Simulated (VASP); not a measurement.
# Au3C in VASP: a series of runs, part 2 of 2

VASP 6.6.1. Earlier steps stand in the parts before.

### Step 3. Single point, PBE

Input file INCAR:

```
SYSTEM = Au3C
PREC = Accurate
ENCUT = 520
EDIFF = 1E-7
ISMEAR = 0
SIGMA = 0.1
LREAL = .False.
LASPH = .True.
NELM = 60
ALGO = Normal
ISIF = 2
LWAVE = .False.
LCHARG = .True.
LDIPOL = .True.
IDIPOL = 3
DIPOL = 0.5 0.5 0.353
GGA = PE
LELF = .True.
LVHAR = .True.
LVACPOTAV = .True.
NBANDS = 26
```

Input file KPOINTS:

```
regular mesh
0
Gamma
  9 9 1
  0 0 0
```

Input file POSCAR:

```
Au3C
1.0
    2.9402049748      0.0000000000      0.0000000000
   -1.4701024874      2.5462922005      0.0000000000
    0.0000000000      0.0000000000     21.8974947720
Au C
3 1
Direct
    0.6666666667      0.3333333333      0.1826692981
    0.3333333333      0.6666666667      0.2945190844
    0.0000000000      0.0000000000      0.4063247812
    0.8888888889     -0.8888888889      0.5282565377
```

Potentials or basis: VASP PAW PBE potentials, release 64 (Au, C).

Launch:

```bash
cat potpaw_PBE.64/Au/POTCAR potpaw_PBE.64/C/POTCAR > POTCAR
mpirun -np 1 vasp_std > vasp.out
```

OUTCAR:

```text
SYSTEM = Au3C
   PREC = Accurate
   ENCUT = 520
   EDIFF = 1E-7
   ISMEAR = 0
   LREAL = .False.
   LASPH = .True.
   NELM = 60
   ISIF = 2
   GGA = PE

 ion  position               nearest neighbor table
   1  0.667  0.333  0.183-   2 2.98   2 2.98   2 2.98
   2  0.333  0.667  0.295-   3 2.98   3 2.98   3 2.98   1 2.98   1 2.98   1 2.98
   3  0.000  0.000  0.406-   4 2.73   2 2.98   2 2.98   2 2.98
   4  0.889  0.111  0.528-   3 2.73

  LATTYP: Found a hexagonal cell.
 ALAT       =     2.9402049748
 C/A-ratio  =     7.4476082313

  Lattice vectors:

 A1 = (   2.9402049748,   0.0000000000,   0.0000000000)
 A2 = (  -1.4701024874,   2.5462922005,   0.0000000000)
 A3 = (   0.0000000000,   0.0000000000,  21.8974947720)

Analysis of symmetry for initial positions (statically):
=====================================================================
 Subroutine PRICEL returns:
 Original cell was already a primitive cell.

 Routine SETGRP: Setting up the symmetry group for a
 hexagonal supercell.

 Subroutine GETGRP returns: Found  2 space group operations
 (whereof  2 operations were pure point group operations)
 out of a pool of 24 trial point group operations.

The static configuration has the point symmetry C_1h.

Analysis of symmetry for dynamics (positions and initial velocities):
=====================================================================
 Subroutine PRICEL returns:
 Original cell was already a primitive cell.

 Routine SETGRP: Setting up the symmetry group for a
 hexagonal supercell.

 Subroutine GETGRP returns: Found  2 space group operations
 (whereof  2 operations were pure point group operations)
 out of a pool of 24 trial point group operations.

The dynamic configuration has the point symmetry C_1h.

 Subroutine INISYM returns: Found  2 space group operations
 (whereof  2 operations are pure point group operations),
 and found     1 'primitive' translations

----------------------------------------------------------------------------------------

                                     Primitive cell

  volume of cell :     163.9382

  direct lattice vectors                    reciprocal lattice vectors
     2.940204975  0.000000000  0.000000000     0.340112342  0.196363952  0.000000000
    -1.470102487  2.546292200  0.000000000     0.000000000  0.392727904  0.000000000
     0.000000000  0.000000000 21.897494772     0.000000000  0.000000000  0.045667325

  length of vectors
     2.940204975  2.940204975 21.897494772     0.392727904  0.392727904  0.045667325

  position of ions in fractional coordinates (direct lattice)
     0.666666667  0.333333333  0.182669298
     0.333333333  0.666666667  0.294519084
     0.000000000  0.000000000  0.406324781
     0.888888889  0.111111111  0.528256538

  ion indices of the primitive-cell ions
   primitive index   ion index
                 1           1
                 2           2
                 3           3
                 4           4

----------------------------------------------------------------------------------------

 KPOINTS: regular mesh

Automatic generation of k-mesh.
 Grid dimensions read from file:
 generate k-points for:    9    9    1

 Generating k-lattice:

  Cartesian coordinates                     Fractional coordinates (reciprocal lattice)
     0.037790260  0.021818217  0.000000000     0.111111111  0.000000000  0.000000000
     0.000000000  0.043636434  0.000000000     0.000000000  0.111111111  0.000000000
     0.000000000  0.000000000  0.045667325     0.000000000  0.000000000  1.000000000

  Length of vectors
     0.043636434  0.043636434  0.045667325

  Shift w.r.t. Gamma in fractional coordinates (k-lattice)
     0.000000000  0.000000000  0.000000000

 Subroutine IBZKPT returns following result:
 ===========================================

 Found     25 irreducible k-points:

 Following reciprocal coordinates:
            Coordinates               Weight
  0.000000  0.000000  0.000000      1.000000
  0.111111  0.000000  0.000000      4.000000
 -0.111111  0.111111  0.000000      2.000000
  0.222222 -0.000000  0.000000      4.000000
 -0.222222  0.222222  0.000000      2.000000
  0.333333 -0.000000  0.000000      4.000000
[... 16 lines left out ...]
 -0.222222 -0.444444  0.000000      4.000000
  0.444444  0.333333  0.000000      4.000000
   k-points           NKPTS =     25   k-points in BZ     NKDIM =     25   number of bands    NBANDS=     26
   number of dos      NEDOS =    301   number of ions     NIONS =      4
   total plane-waves  NPLWV =  96768
   dimension x,y,z NGX =    24 NGY =   24 NGZ =  168
   dimension x,y,z NGXF=    48 NGYF=   48 NGZF=  336
   ions per type =               3   1
   NGX,Y,Z   is equivalent  to a cutoff of  13.57, 13.57, 12.75 a.u.
   NGXF,Y,Z  is equivalent  to a cutoff of  27.14, 27.14, 25.51 a.u.
 SYSTEM =  Au3C
   PREC   = accura    normal or accurate (medium, high low for compatibility)
   ISTART =      0    job   : 0-new  1-cont  2-samecut
   ICHARG =      2    charge: 1-file 2-atom 10-const
   ISPIN  =      1    spin polarized calculation?
   LNONCOLLINEAR =      F non collinear calculations
   LSORBIT =      F    spin-orbit coupling
   LASPH  =      T    aspherical Exc in radial PAW
   ENCUT  =  520.0 eV  38.22 Ry    6.18 a.u.   5.47  5.47 40.71*2*pi/ulx,y,z
   NELM   =     60;   NELMIN=  2; NELMDL= -5     # of ELM steps
   EDIFF  = 0.1E-06   stopping-criterion for ELM
   LREAL  =      F    real-space projection
   EDIFFG = 0.1E-05   stopping-criterion for IOM
   NSW    =      0    number of steps for IOM
   IBRION =     -1    ionic relax: 0-MD 1-quasi-New 2-CG
   NFREE  =      0    steps in history (QN), initial steepest desc. (CG)
   ISIF   =      2    stress and relaxation
   ISYM   =      2    0-nonsym 1-usesym 2-fastsym
   POTIM  = 0.5000    time-step for ionic-motion
   TEBEG  =    0.0;   TEEND  =   0.0 temperature during run
   PSTRESS=    0.0 pullay stress
   NELECT =      37.0000    total number of electrons
   NUPDOWN=      -1.0000    fix difference up-down
   EMIN   =  10.00;   EMAX   =-10.00  energy-range for DOS
   EFERMI =   0.00;   METHOD = LEGACY
   ISMEAR =     0;   SIGMA  =   0.10  broadening in eV -4-tet -1-fermi 0-gaus
   EFERMI_NEDOS =   21; number of points for ismear=-14 and -15
   IALGO  =     38    algorithm
   IMIX   =      4    mixing-type and parameters
     AMIX     =   0.40;   BMIX     =  1.00
     AMIX_MAG =   1.60;   BMIX_MAG =  1.00
  volume/ion in A,a.u.               =      40.98       276.58
  Fermi-wavevector in a.u.,A,eV,Ry     =   0.996740  1.883566 13.517266  0.993491
  Thomas-Fermi vector in A             =   2.128849
   LORBIT       =      0    0 simple, 1 ext, 2 COOP (PROOUT), +10 PAW based schemes
   GGA     = PE    functional components
   LHFCALC =     F    Hartree Fock is set to
   AEXX    =    0.0000 exact exchange contribution
   IVDW    =     0    specifies the selected vdW correction
   LEPSILON=     F    determine dielectric tensor
   LRPA    =     F    only Hartree local field effects (RPA)
 non-spin polarized calculation
 Gauss-broadening in eV      SIGMA  =   0.10
  energy-cutoff  :      520.00
  volume of cell :      163.94
 maximum number of plane-waves:      4481
 NGX is ok and might be reduce to    24
   NGX = 11   NGY = 11   NGZ = 81

 dipolmoment           0.000000      0.000000     -0.000029 electrons x Angstroem

 number of electron      36.9999996 magnetization

 dipolmoment           0.000000      0.000000      0.034406 electrons x Angstroem

 Free energy of the ion-electron system (eV)
  ---------------------------------------------------
  ext. energy  EPLUGINS =         0.00000000
  ---------------------------------------------------
  free energy    TOTEN  =       -12.04141387 eV

  energy without entropy =      -12.03338801  energy(sigma->0) =      -12.03740094

 E-fermi :  -0.5095     XC(G=0):  -5.7417

 val. band max:       -0.6689615576   @ k =   0.2222   0.2222   0.0000
 cond. band min:      -0.4472659460   @ k =   0.3333  -0.0000   0.0000
 fundamental gap:      0.2216956116
 Fermi energy:        -0.5095373129

 k-point     1 :       0.0000    0.0000    0.0000
  band No.  band energies     occupation
      1     -10.4697      2.00000
      2      -8.6831      2.00000
      3      -7.2670      2.00000
      4      -6.8605      2.00000
      5      -4.6996      2.00000
      6      -4.4655      2.00000
[... 18 lines left out ...]
     25       5.4488      0.00000
     26       5.9080      0.00000
[... 644 lines left out ...]
      4      -5.4687      2.00000
      5      -5.0827      2.00000
      6      -4.8977      2.00000
[... 18 lines left out ...]
     25       5.9960      0.00000
     26       7.1579      0.00000

 [... further k-points ...]
[... 5 lines left out ...]
  --------------------------------------------------------------------------------------
  -------------------------------------------------------------------------------------
  Total       -5.2445213     -5.1019884     -4.5567881      0.1234372     -0.3665718      0.6349209
  in kB      -51.2549907    -49.8620085    -44.5337366      1.2063580     -3.5825260      6.2051167
  external PRESSURE =     -48.5502453 kB  Pullay stress =       0.0000000 kB

 VOLUME and BASIS-vectors are now :
 -----------------------------------------------------------------------------
  energy-cutoff  :      520.00
  volume of cell :      163.94
      direct lattice vectors                 reciprocal lattice vectors
     2.940204975  0.000000000  0.000000000     0.340112342  0.196363952  0.000000000
    -1.470102487  2.546292200  0.000000000     0.000000000  0.392727904  0.000000000
     0.000000000  0.000000000 21.897494772     0.000000000  0.000000000  0.045667325

 POSITION                                       TOTAL-FORCE (eV/Angst)
 -----------------------------------------------------------------------------------
      1.47010      0.84876      4.00000        -0.003097      0.001788      0.154768
     -0.00000      1.69753      6.44923        -0.009891      0.005710      0.050667
      0.00000      0.00000      8.89749        -0.210009      0.121249      1.155170
      2.45017      0.28292     11.56749         0.222996     -0.128747     -1.360605
 -----------------------------------------------------------------------------------
    total drift:                               -0.000068      0.000039     -0.000087

  FREE ENERGIE OF THE ION-ELECTRON SYSTEM (eV)
  ---------------------------------------------------
  free  energy   TOTEN  =       -12.0414138671 eV

  energy  without entropy=      -12.0333880103  energy(sigma->0) =      -12.03740094

 vacuum level on the upper side and lower side of the slab         5.578         4.746
```

OSZICAR:

```text
N       E                     dE             d eps       ncg     rms          rms(c)
DAV:   1     0.218889716971E+03    0.21889E+03   -0.15968E+04  1300   0.118E+03
DAV:   2    -0.334341861190E+01   -0.22223E+03   -0.20987E+03  1576   0.240E+02
DAV:   3    -0.132387305195E+02   -0.98953E+01   -0.94841E+01  1488   0.475E+01
DAV:   4    -0.134436287014E+02   -0.20490E+00   -0.20313E+00  1522   0.744E+00
[... 17 lines left out ...]
DAV:  22    -0.120414092130E+02   -0.37489E-05   -0.31459E-07  1052   0.550E-03    0.705E-04
DAV:  23    -0.120414127430E+02   -0.35299E-05   -0.16123E-07   956   0.165E-03    0.621E-04
DAV:  24    -0.120414136025E+02   -0.85957E-06   -0.43778E-08   962   0.675E-04    0.215E-04
DAV:  25    -0.120414137973E+02   -0.19481E-06   -0.13593E-08   880   0.621E-04    0.110E-04
DAV:  26    -0.120414138671E+02   -0.69767E-07   -0.46835E-09   934   0.439E-04
   1 F= -.12041414E+02 E0= -.12037401E+02  d E =-.802586E-02
```

stdout:

```text
POSCAR found type information on POSCAR AuC
 POSCAR found :  2 types and       4 ions
 scaLAPACK will be used
 LDA part: xc-table for (Slater+PW92), standard interpolation
 POSCAR, INCAR and KPOINTS ok, starting setup
 FFT: planning ... GRIDC
 FFT: planning ... GRID_SOFT
 FFT: planning ... GRID
 WAVECAR not read
 entering main loop
 -----------------------------------------------------------------------------
|                                                                             |
|           W    W    AA    RRRRR   N    N  II  N    N   GGGG   !!!           |
|           W    W   A  A   R    R  NN   N  II  NN   N  G    G  !!!           |
|           W    W  A    A  R    R  N N  N  II  N N  N  G       !!!           |
|           W WW W  AAAAAA  RRRRR   N  N N  II  N  N N  G  GGG   !            |
|           WW  WW  A    A  R   R   N   NN  II  N   NN  G    G                |
|           W    W  A    A  R    R  N    N  II  N    N   GGGG   !!!           |
|                                                                             |
|     Did not find any points to average over, which means that no vacuum     |
|     field-free region was found. Please increase the size of  your cell     |
|     in the dimension of the dipole correction to obtain accurate            |
|     workfunction values.                                                    |
|                                                                             |
 -----------------------------------------------------------------------------
```

It took 3 min on 1 thread of Intel Xeon Platinum 8259CL at 2.50GHz (Skylake/Cascade Lake), shared host; peak memory 0.34 GiB.

What came out:

| Quantity | Value |
| --- | --- |
| Free energy | -12.0414 eV |
| Largest force | 1.385 eV/Å |

Forces in eV/Å, atoms in the order of the input:
```
Au  -0.003  0.002  0.155
Au  -0.010  0.006  0.051
Au  -0.210  0.121  1.155
C    0.223 -0.129 -1.361
```

Caveat: spin-orbit coupling is left out, which moves the levels of the heavy elements.

### Step 4. Single point, PBE

Input file INCAR:

```
  ALGO = Normal
  DIPOL = 0.5 0.5 0.367
  EDIFF = 1E-6
  ENCUT = 520
  GGA = PE
  IDIPOL = 3
  ISIF = 2
  ISMEAR = 0
  LASPH = T
  LCHARG = F
  LDIPOL = T
  LREAL = F
  LWAVE = F
  NBANDS = 26
  NELM = 80
  PREC = Accurate
  SIGMA = 0.1
```

Input file KPOINTS:

```
k-points
0
Gamma
  9 9 1
```

POSCAR, as its differences from that of step 3:

```diff
@@ -11,2 +11,2 @@
     0.0000000000      0.0000000000      0.4063247812
-    0.8888888889     -0.8888888889      0.5282565377
+    0.8888888889     -0.8888888889      0.5830573271
```

Launch:

```bash
cat potpaw_PBE.64/Au/POTCAR potpaw_PBE.64/C/POTCAR > POTCAR
mpirun -np 1 vasp_std > vasp.out
```

It took 3.6 min on 1 thread of Intel Xeon Platinum 8259CL at 2.50GHz (Skylake/Cascade Lake), shared host; peak memory 0.34 GiB.

Results (log left out):

```yaml
Free_energy: -11.2845 eV
Largest_force: 0.156 eV/Å
```

Forces on the atoms (eV/Å):
```
Au   0.000  0.000  0.146
Au   0.000  0.000  0.030
Au  -0.006  0.003 -0.020
C    0.006 -0.004 -0.155
```

Levels at points of the mesh, in eV from the Fermi level:
```tsv
k point	band 14	band 15	band 16	band 17	band 18	band 19	band 20	band 21	band 22	band 23
(0.00, 0.00, 0.00)	-2.70	-2.29	-2.29	-1.87	-1.87	-1.62	-0.74	0.85	2.66	2.66
```

Caveat: spin-orbit coupling is left out, which moves the levels of the heavy elements.

### Step 5. Single point, PBE

Input file INCAR:

```
PREC = Accurate
ENCUT = 520
EDIFF = 1E-6
ISMEAR = 0
SIGMA = 0.1
LREAL = False
LASPH = True
NELM = 60
ALGO = Normal
ISIF = 2
LWAVE = False
LCHARG = False
LDIPOL = True
IDIPOL = 3
DIPOL = 0.5 0.5 0.344
GGA = PE
NBANDS = 26
```

Input file KPOINTS:

```
regular mesh
0
Gamma
  9 9 1
```

POSCAR, as its differences from that of step 4:

```diff
@@ -11,2 +11,2 @@
     0.0000000000      0.0000000000      0.4063247812
-    0.8888888889     -0.8888888889      0.5830573271
+    0.1111111111     -0.1111111111      0.4935493710
```

Launch:

```bash
cat potpaw_PBE.64/Au/POTCAR potpaw_PBE.64/C/POTCAR > POTCAR
mpirun -np 1 vasp_std > vasp.out
```

It took 3.1 min on 1 thread of Intel Xeon Platinum 8259CL at 2.50GHz (Skylake/Cascade Lake), shared host; peak memory 0.34 GiB.

The run converged. Its results:

* Free energy: -13.1028 eV
* Largest force: 0.399 eV/Å

Forces in eV/Å, atoms in the order of the input:
```
Au   0.002 -0.001  0.090
Au  -0.012  0.007 -0.100
Au   0.322 -0.186  0.145
C   -0.312  0.180 -0.135
```

Levels at points of the mesh, in eV from the Fermi level:
```
           k point  band 16  band 17  band 18  band 19  band 20  band 21  band 22  band 23
(0.00, 0.00, 0.00)    -2.71    -2.17    -1.98    -1.96    -0.13     2.32     2.50     4.51
```

Caveat: spin-orbit coupling is left out, which moves the levels of the heavy elements.

### Step 6. Single point, PBE

Input file INCAR:

```
SYSTEM = Au3C
  PREC = Accurate
  ENCUT = 520
  EDIFF = 1E-6
  ISMEAR = 0
  SIGMA = 0.1
  LREAL = .FALSE.
  LASPH = .TRUE.
  NELM = 100
  ALGO = Normal
  ISIF = 2
  LWAVE = .FALSE.
  LCHARG = .FALSE.
  LDIPOL = .TRUE.
  IDIPOL = 3
  DIPOL = 0.5 0.5 0.353
  GGA = PE
  NBANDS = 26
```

Input file KPOINTS:

```
Automatic mesh
0
G
  9 9 1
  0 0 0
```

POSCAR, as its differences from that of step 5:

```diff
@@ -11,2 +11,2 @@
     0.0000000000      0.0000000000      0.4063247812
-    0.1111111111     -0.1111111111      0.4935493710
+    0.1111111111     -0.1111111111      0.5282565377
```

Potentials or basis: VASP PAW PBE potentials, release 64 (Au, C).

Launch:

```bash
cat potpaw_PBE.64/Au/POTCAR potpaw_PBE.64/C/POTCAR > POTCAR
mpirun -np 1 vasp_std > vasp.out
```

OUTCAR:

```text
SYSTEM = Au3C
   PREC = Accurate
   ENCUT = 520
   EDIFF = 1E-6
   ISMEAR = 0
   LREAL = .FALSE.
   LASPH = .TRUE.
   NELM = 100
   ISIF = 2
   GGA = PE

 ion  position               nearest neighbor table
   1  0.667  0.333  0.183-   2 2.98   2 2.98   2 2.98
   2  0.333  0.667  0.295-   3 2.98   3 2.98   3 2.98   1 2.98   1 2.98   1 2.98
   3  0.000  0.000  0.406-   4 2.73   2 2.98   2 2.98   2 2.98
   4  0.111  0.889  0.528-   3 2.73

  LATTYP: Found a hexagonal cell.
 ALAT       =     2.9402049748
[... 901 lines left out ...]
  --------------------------------------------------------------------------------------
  -------------------------------------------------------------------------------------
  Total       -5.2110430     -5.1460591     -4.5675221      0.0562777      0.3400017     -0.5889004
  in kB      -50.9278050    -50.2927137    -44.6386405      0.5500052      3.3228554     -5.7553552
  external PRESSURE =     -48.6197198 kB  Pullay stress =       0.0000000 kB

 VOLUME and BASIS-vectors are now :
 -----------------------------------------------------------------------------
  energy-cutoff  :      520.00
  volume of cell :      163.94
      direct lattice vectors                 reciprocal lattice vectors
     2.940204975  0.000000000  0.000000000     0.340112342  0.196363952  0.000000000
    -1.470102487  2.546292200  0.000000000     0.000000000  0.392727904  0.000000000
     0.000000000  0.000000000 21.897494772     0.000000000  0.000000000  0.045667325

 POSITION                                       TOTAL-FORCE (eV/Angst)
 -----------------------------------------------------------------------------------
      1.47010      0.84876      4.00000         0.001481     -0.000855      0.152694
     -0.00000      1.69753      6.44923         0.003599     -0.002078      0.053429
      0.00000      0.00000      8.89749         0.209412     -0.120904      1.159588
     -0.98007      2.26337     11.56749        -0.214492      0.123837     -1.365712
 -----------------------------------------------------------------------------------
    total drift:                                0.000068     -0.000039     -0.000158

  FREE ENERGIE OF THE ION-ELECTRON SYSTEM (eV)
  ---------------------------------------------------
  free  energy   TOTEN  =       -12.0436049130 eV

  energy  without entropy=      -12.0355507409  energy(sigma->0) =      -12.03957783

 vacuum level on the upper side and lower side of the slab         5.531         4.638
```

OSZICAR:

```text
N       E                     dE             d eps       ncg     rms          rms(c)
DAV:   1     0.218806625951E+03    0.21881E+03   -0.15978E+04  1300   0.118E+03
DAV:   2    -0.315515101777E+01   -0.22196E+03   -0.20992E+03  1556   0.241E+02
DAV:   3    -0.132383434516E+02   -0.10083E+02   -0.97286E+01  1544   0.478E+01
DAV:   4    -0.134486081420E+02   -0.21026E+00   -0.20817E+00  1486   0.744E+00
[... 15 lines left out ...]
DAV:  20    -0.120435822257E+02   -0.11647E-04   -0.36141E-06  1022   0.674E-03    0.248E-03
DAV:  21    -0.120435973227E+02   -0.15097E-04   -0.91722E-07   974   0.470E-03    0.152E-03
DAV:  22    -0.120436003647E+02   -0.30419E-05   -0.50452E-07   980   0.599E-03    0.627E-04
DAV:  23    -0.120436041386E+02   -0.37740E-05   -0.17292E-07   904   0.209E-03    0.566E-04
DAV:  24    -0.120436049130E+02   -0.77440E-06   -0.58119E-08   950   0.851E-04
   1 F= -.12043605E+02 E0= -.12039578E+02  d E =-.805417E-02
```

Wall time 3.1 min (1 thread of Intel Xeon Platinum 8259CL at 2.50GHz (Skylake/Cascade Lake), shared host); peak memory 0.34 GiB.

What came out:

```yaml
Free_energy: -12.0436 eV
Largest_force: 1.388 eV/Å
```

Forces in eV/Å, atoms in the order of the input:
```
Au   0.001 -0.001  0.153
Au   0.004 -0.002  0.053
Au   0.209 -0.121  1.160
C   -0.214  0.124 -1.366
```

Levels at points of the mesh, in eV from the Fermi level:
```
           k point  band 17  band 18  band 19  band 20  band 21  band 22
(0.00, 0.00, 0.00)    -2.08    -1.83    -1.82    -0.28     2.42     2.66
```

Caveat: spin-orbit coupling is left out, which moves the levels of the heavy elements.
